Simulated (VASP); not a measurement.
# LiTi12 (a cell with a defect) in VASP: single point with LDA

Aim: the single point of LiTi12 (a cell with a defect) with LDA.

Everything below comes from runs of VASP 6.6.1. Logs are shortened: lines on timing, memory, paths and dates and some standing lists are left out, and cuts for length are marked.

## Step 1: The cell of the first run

The cell holds a defect, 13 atoms: a = 5.900 Å, b = 8.850 Å, c = 4.685 Å, α = 90.00°, β = 90.00°, γ = 120.00°.

## Step 2: Single point, LDA

INCAR

```
PREC = Accurate ; ENCUT = 520
EDIFF = 1E-7 ; ISMEAR = -1
SIGMA = 0.15 ; LREAL = False
LASPH = True ; NELM = 100
ALGO = Normal ; ISIF = 2
LWAVE = False ; LCHARG = True
GGA = CA ; LELF = True
LVHAR = True ; NBANDS = 86
```

KPOINTS

```
Automatic mesh
0
Gamma
  3 2 4
```

POSCAR

```
LiTi12
1.0
    5.9000000000      0.0000000000      0.0000000000
   -4.4250000000      7.6643250000      0.0000000000
    0.0000000000      0.0000000000      4.6846000000
Ti Li
12 1
Direct
    0.0292726625      0.0048566573      0.0278356743
    0.1882823844      0.2307286030      0.4951359775
   -0.1274663964      0.2066818670     -0.0854928916
    0.1669051227      0.5848554178      0.5577291551
   -0.0135631132      0.6638288434      0.0374200572
    0.1441953273      0.8902109449      0.5264970328
    0.4362254787     -0.0071725821      0.0206623831
    0.6687072928      0.2491948084      0.4530666439
    0.5328241874      0.3421244532     -0.0424550655
    0.6646449260      0.5841719917      0.5142231994
    0.5583263558      0.7421671184     -0.0292690945
    0.6864051981      0.9387651228      0.4832113734
    0.2262418925      0.4574603765      1.0789266960
```

Potentials or basis: VASP PAW LDA potentials, release 64 (Ti_sv, Li_sv).

The run is started by

```sh
> cat potpaw_LDA.64/Ti_sv/POTCAR potpaw_LDA.64/Li_sv/POTCAR > POTCAR
> mpirun -np 1 vasp_std > vasp.out
```

OUTCAR:

```text
PREC = Accurate
   ENCUT = 520
   EDIFF = 1E-7
   ISMEAR = -1
   LREAL = False
   LASPH = True
   NELM = 100
   ISIF = 2
   GGA = CA

 ion  position               nearest neighbor table
   1  0.029  0.005  0.028-   3 2.45   7 2.46  11 2.60   6 2.76   6 2.77   2 2.79  12 2.79   5 2.90

   2  0.188  0.231  0.495-   3 2.64  13 2.73   8 2.76   9 2.79   1 2.79  12 2.79   6 2.90
   3  0.873  0.207  0.915-  13 2.29   7 2.36   1 2.45   8 2.59   2 2.64   9 2.81  12 2.88   8 2.90

   4  0.167  0.585  0.558-  13 2.61   5 2.72   6 2.78  11 2.79   5 2.88
   5  0.986  0.664  0.037-   4 2.72  10 2.78   9 2.79   7 2.79   6 2.87   4 2.88   1 2.90
   6  0.144  0.890  0.526-   7 2.75   1 2.76  10 2.77   1 2.77   4 2.78   7 2.80   5 2.87   2 2.90

   7  0.436  0.993  0.021-   3 2.36   1 2.46  11 2.66   6 2.75   5 2.79  12 2.79   6 2.80   8 2.83
                             9 2.86
   8  0.669  0.249  0.453-   3 2.59   9 2.71   9 2.75   2 2.76  12 2.80   7 2.83   3 2.90
   9  0.533  0.342  0.958-  13 2.55   8 2.71   8 2.75   5 2.79   2 2.79  10 2.80   3 2.81   7 2.86

  10  0.665  0.584  0.514-   6 2.77   5 2.78  11 2.79   9 2.80
  11  0.558  0.742  0.971-  13 2.35   1 2.60   7 2.66  12 2.74  10 2.79   4 2.79  12 2.84
  12  0.686  0.939  0.483-  11 2.74   2 2.79   1 2.79   7 2.79   8 2.80  11 2.84   3 2.88
  13  0.226  0.457  0.079-   3 2.29  11 2.35   9 2.55   4 2.61   2 2.73

  LATTYP: Found a simple monoclinic cell.
 ALAT       =     5.9000000000
 B/A-ratio  =     0.7940000000
 C/A-ratio  =     1.3228756849
 COS(beta)  =    -0.1889822323

  Lattice vectors:

 A1 = (   5.9000000000,   0.0000000000,   0.0000000000)
 A2 = (   0.0000000000,   0.0000000000,   4.6846000000)
 A3 = (  -1.4750000000,  -7.6643250000,   0.0000000000)

Analysis of symmetry for initial positions (statically):
=====================================================================
 Subroutine PRICEL returns:
 Original cell was already a primitive cell.

 Routine SETGRP: Setting up the symmetry group for a
 simple monoclinic supercell.

 Subroutine GETGRP returns: Found  1 space group operations
 (whereof  1 operations were pure point group operations)
 out of a pool of  4 trial point group operations.

The static configuration has the point symmetry C_1 .

Analysis of symmetry for dynamics (positions and initial velocities):
=====================================================================
 Subroutine PRICEL returns:
 Original cell was already a primitive cell.

 Routine SETGRP: Setting up the symmetry group for a
 simple monoclinic supercell.

 Subroutine GETGRP returns: Found  1 space group operations
 (whereof  1 operations were pure point group operations)
 out of a pool of  4 trial point group operations.

The dynamic configuration has the point symmetry C_1 .

 Subroutine INISYM returns: Found  1 space group operations
 (whereof  1 operations are pure point group operations),
 and found     1 'primitive' translations

----------------------------------------------------------------------------------------

                                     Primitive cell

  volume of cell :     211.8354

  direct lattice vectors                    reciprocal lattice vectors
     5.900000000  0.000000000  0.000000000     0.169491525  0.097855976  0.000000000
    -4.425000000  7.664325000  0.000000000     0.000000000  0.130474634  0.000000000
     0.000000000  0.000000000  4.684600000     0.000000000  0.000000000  0.213465397

  length of vectors
     5.900000000  8.850000153  4.684600000     0.195711955  0.130474634  0.213465397

  position of ions in fractional coordinates (direct lattice)
     0.029272662  0.004856657  0.027835674
     0.188282384  0.230728603  0.495135977
     0.872533604  0.206681867  0.914507108
     0.166905123  0.584855418  0.557729155
     0.986436887  0.663828843  0.037420057
     0.144195327  0.890210945  0.526497033
     0.436225479  0.992827418  0.020662383
     0.668707293  0.249194808  0.453066644
     0.532824187  0.342124453  0.957544934
     0.664644926  0.584171992  0.514223199
     0.558326356  0.742167118  0.970730905
     0.686405198  0.938765123  0.483211373
     0.226241892  0.457460377  0.078926696

  ion indices of the primitive-cell ions
   primitive index   ion index
                 1           1
                 2           2
                 3           3
                 4           4
                 5           5
                 6           6
                 7           7
                 8           8
                 9           9
                10          10
                11          11
                12          12
                13          13

----------------------------------------------------------------------------------------

 KPOINTS: Automatic mesh

Automatic generation of k-mesh.
 Grid dimensions read from file:
 generate k-points for:    3    2    4

 Generating k-lattice:

  Cartesian coordinates                     Fractional coordinates (reciprocal lattice)
     0.056497175  0.032618659  0.000000000     0.333333333  0.000000000  0.000000000
     0.000000000  0.065237317  0.000000000     0.000000000  0.500000000  0.000000000
     0.000000000  0.000000000  0.053366349     0.000000000  0.000000000  0.250000000

  Length of vectors
     0.065237318  0.065237317  0.053366349

  Shift w.r.t. Gamma in fractional coordinates (k-lattice)
     0.000000000  0.000000000  0.000000000

 -----------------------------------------------------------------------------
|                                                                             |
|           W    W    AA    RRRRR   N    N  II  N    N   GGGG   !!!           |
|           W    W   A  A   R    R  NN   N  II  NN   N  G    G  !!!           |
|           W    W  A    A  R    R  N N  N  II  N N  N  G       !!!           |
|           W WW W  AAAAAA  RRRRR   N  N N  II  N  N N  G  GGG   !            |
|           WW  WW  A    A  R   R   N   NN  II  N   NN  G    G                |
|           W    W  A    A  R    R  N    N  II  N    N   GGGG   !!!           |
|                                                                             |
|     Your reciprocal lattice and k-lattice belong to different lattice       |
|     classes:                                                                |
|                                                                             |
|        The reciprocal lattice is simple monoclinic,                         |
|        whereas your k-lattice is hexagonal.                                 |
|                                                                             |
|     Results are often still useful ...                                      |
|                                                                             |
 -----------------------------------------------------------------------------

 Subroutine IBZKPT returns following result:
 ===========================================

 Found     14 irreducible k-points:

 Following reciprocal coordinates:
            Coordinates               Weight
  0.000000  0.000000  0.000000      1.000000
  0.333333 -0.000000  0.000000      2.000000
  0.000000  0.500000  0.000000      1.000000
  0.333333  0.500000  0.000000      2.000000
  0.000000  0.000000  0.250000      2.000000
  0.333333 -0.000000  0.250000      2.000000
 -0.333333  0.000000  0.250000      2.000000
  0.000000  0.500000  0.250000      2.000000
  0.333333  0.500000  0.250000      2.000000
 -0.333333  0.500000  0.250000      2.000000
  0.000000  0.000000  0.500000      1.000000
  0.333333 -0.000000  0.500000      2.000000
  0.000000  0.500000  0.500000      1.000000
  0.333333  0.500000  0.500000      2.000000
   k-points           NKPTS =     14   k-points in BZ     NKDIM =     14   number of bands    NBANDS=     86
   number of dos      NEDOS =    301   number of ions     NIONS =     13
   total plane-waves  NPLWV = 120960
   dimension x,y,z NGX =    48 NGY =   70 NGZ =   36
   dimension x,y,z NGXF=    96 NGYF=  140 NGZF=   72
   ions per type =              12   1
   NGX,Y,Z   is equivalent  to a cutoff of  13.53, 13.15, 12.78 a.u.
   NGXF,Y,Z  is equivalent  to a cutoff of  27.05, 26.30, 25.55 a.u.
 SYSTEM =  unknown system
   PREC   = accura    normal or accurate (medium, high low for compatibility)
   ISTART =      0    job   : 0-new  1-cont  2-samecut
   ICHARG =      2    charge: 1-file 2-atom 10-const
   ISPIN  =      1    spin polarized calculation?
   LNONCOLLINEAR =      F non collinear calculations
   LSORBIT =      F    spin-orbit coupling
   LASPH  =      T    aspherical Exc in radial PAW
   ENCUT  =  520.0 eV  38.22 Ry    6.18 a.u.  10.97 16.46  8.71*2*pi/ulx,y,z
   NELM   =    100;   NELMIN=  2; NELMDL= -5     # of ELM steps
   EDIFF  = 0.1E-06   stopping-criterion for ELM
   LREAL  =      F    real-space projection
   EDIFFG = 0.1E-05   stopping-criterion for IOM
   NSW    =      0    number of steps for IOM
   IBRION =     -1    ionic relax: 0-MD 1-quasi-New 2-CG
   NFREE  =      0    steps in history (QN), initial steepest desc. (CG)
   ISIF   =      2    stress and relaxation
   ISYM   =      2    0-nonsym 1-usesym 2-fastsym
   POTIM  = 0.5000    time-step for ionic-motion
   TEBEG  =    0.0;   TEEND  =   0.0 temperature during run
   PSTRESS=    0.0 pullay stress
   NELECT =     147.0000    total number of electrons
   NUPDOWN=      -1.0000    fix difference up-down
   EMIN   =  10.00;   EMAX   =-10.00  energy-range for DOS
   EFERMI =   0.00;   METHOD = LEGACY
   ISMEAR =    -1;   SIGMA  =   0.15  broadening in eV -4-tet -1-fermi 0-gaus
   EFERMI_NEDOS =   21; number of points for ismear=-14 and -15
   IALGO  =     38    algorithm
   IMIX   =      4    mixing-type and parameters
     AMIX     =   0.40;   BMIX     =  1.00
     AMIX_MAG =   1.60;   BMIX_MAG =  1.00
  volume/ion in A,a.u.               =      16.30       109.96
  Fermi-wavevector in a.u.,A,eV,Ry     =   1.449376  2.738924 28.581642  2.100691
  Thomas-Fermi vector in A             =   2.567110
   LORBIT       =      0    0 simple, 1 ext, 2 COOP (PROOUT), +10 PAW based schemes
   GGA     = CA    functional components
   LHFCALC =     F    Hartree Fock is set to
   AEXX    =    0.0000 exact exchange contribution
   IVDW    =     0    specifies the selected vdW correction
   LEPSILON=     F    determine dielectric tensor
   LRPA    =     F    only Hartree local field effects (RPA)
 non-spin polarized calculation
  energy-cutoff  :      520.00
  volume of cell :      211.84
 maximum number of plane-waves:      5706
 NGX is ok and might be reduce to    48
   NGX = 21   NGY = 33   NGZ = 17

 number of electron     147.0000003 magnetization

 Free energy of the ion-electron system (eV)
  ---------------------------------------------------
  ext. energy  EPLUGINS =         0.00000000
  ---------------------------------------------------
  free energy    TOTEN  =      -102.67760442 eV

  energy without entropy =     -101.38651781  energy(sigma->0) =     -102.03206111

 E-fermi :   8.0134     XC(G=0): -11.7802

 val. band max:        8.0024516466   @ k =   0.0000   0.5000   0.0000
 cond. band min:       8.0198685965   @ k =   0.3333   0.5000   0.0000
 fundamental gap:      0.0174169499
 Fermi energy:         8.0133645061

 k-point     1 :       0.0000    0.0000    0.0000
  band No.  band energies     occupation
      1     -48.0040      2.00000
      2     -47.9272      2.00000
      3     -47.8984      2.00000
      4     -47.8744      2.00000
      5     -47.8523      2.00000
      6     -47.8432      2.00000
[... 1221 lines left out ...]
     84       8.9273      0.00451
     85       9.0119      0.00257
 [bands above 85 left out]

------------------------ aborting loop because EDIFF is reached ----------------------------------------

  FORCE on cell =-STRESS in cart. coord.  units (eV):
  Direction    XX          YY          ZZ          XY          YZ          ZX
  --------------------------------------------------------------------------------------
  -------------------------------------------------------------------------------------
  Total       -1.5266465     -3.8881452     -3.5092430      0.5641449      0.1299591      0.0292146
  in kB      -11.5465073    -29.4072643    -26.5415073      4.2668049      0.9829217      0.2209589
  external PRESSURE =     -22.4984263 kB  Pullay stress =       0.0000000 kB

 VOLUME and BASIS-vectors are now :
 -----------------------------------------------------------------------------
  energy-cutoff  :      520.00
  volume of cell :      211.84
      direct lattice vectors                 reciprocal lattice vectors
     5.900000000  0.000000000  0.000000000     0.169491525  0.097855976  0.000000000
    -4.425000000  7.664325000  0.000000000     0.000000000  0.130474634  0.000000000
     0.000000000  0.000000000  4.684600000     0.000000000  0.000000000  0.213465397

 POSITION                                       TOTAL-FORCE (eV/Angst)
 -----------------------------------------------------------------------------------
      0.15122      0.03722      0.13040        -0.015797     -0.011071      0.037850
      0.08989      1.76838      2.31951         0.003072     -0.012101     -0.008951
      4.23338      1.58408      4.28410        -0.004274      0.099019     -0.142470
     -1.60324      4.48252      2.61274        -0.021186     -0.012603      0.083620
      2.88254      5.08780      0.17530        -0.009079     -0.008950      0.052679
     -3.08843      6.82287      2.46643        -0.002925      0.011123      0.034562
     -1.81953      7.60935      0.09679        -0.005746     -0.049502      0.032377
      2.84269      1.90991      2.12244         0.000239     -0.003326     -0.076760
      1.62976      2.62215      4.48572         0.012505     -0.028040     -0.067380
      1.33644      4.47728      2.40893         0.001666     -0.000140      0.017340
      0.01004      5.68821      4.54749        -0.002740      0.012637     -0.047902
     -0.10424      7.19500      2.26365        -0.002349     -0.005450     -0.028651
     -0.68944      3.50613      0.36974         0.046615      0.008403      0.113686
 -----------------------------------------------------------------------------------
    total drift:                                0.000172     -0.000323     -0.000592

  FREE ENERGIE OF THE ION-ELECTRON SYSTEM (eV)
  ---------------------------------------------------
  free  energy   TOTEN  =      -102.6776044163 eV

  energy  without entropy=     -101.3865178124  energy(sigma->0) =     -102.03206111
```

It took 10 min on 1 thread of Intel Xeon Platinum 8375C at 2.90GHz (Ice Lake), shared host; peak memory 0.37 GiB.

What came out:

* Free energy: -102.6776 eV
* Largest force: 0.174 eV/Å
* Band gap on the k mesh: zero (an odd number of electrons rules out a gap without spin polarisation)

Forces in eV/Å, atoms in the order of the input:
```
Ti  -0.016 -0.011  0.038
Ti   0.003 -0.012 -0.009
Ti  -0.004  0.099 -0.142
Ti  -0.021 -0.013  0.084
Ti  -0.009 -0.009  0.053
Ti  -0.003  0.011  0.035
Ti  -0.006 -0.050  0.032
Ti   0.000 -0.003 -0.077
Ti   0.013 -0.028 -0.067
Ti   0.002  0.000  0.017
Ti  -0.003  0.013 -0.048
Ti  -0.002 -0.005 -0.029
Li   0.047  0.008  0.114
```

Levels at points of the mesh, in eV from the Fermi level:
```csv
k point,band 71,band 72,band 73,band 74,band 75,band 76
"(0.00, 0.00, 0.00)",-0.36,-0.13,-0.03,0.08,0.23,0.33
"(0.00, 0.50, 0.00)",-0.34,-0.28,-0.18,-0.01,0.20,0.27
"(0.00, 0.00, 0.50)",-0.16,-0.16,-0.02,0.06,0.20,0.23
"(0.00, 0.50, 0.50)",-0.29,-0.10,0.02,0.14,0.26,0.33
```

Caveat: the k points lie up to 0.41 Å⁻¹ apart, too coarse for converged energies and pressures of a metal; the cutoff is under 1.25 times the usual one of these potentials, so pressure, stress and relaxed cells hold a basis-set (Pulay) error.
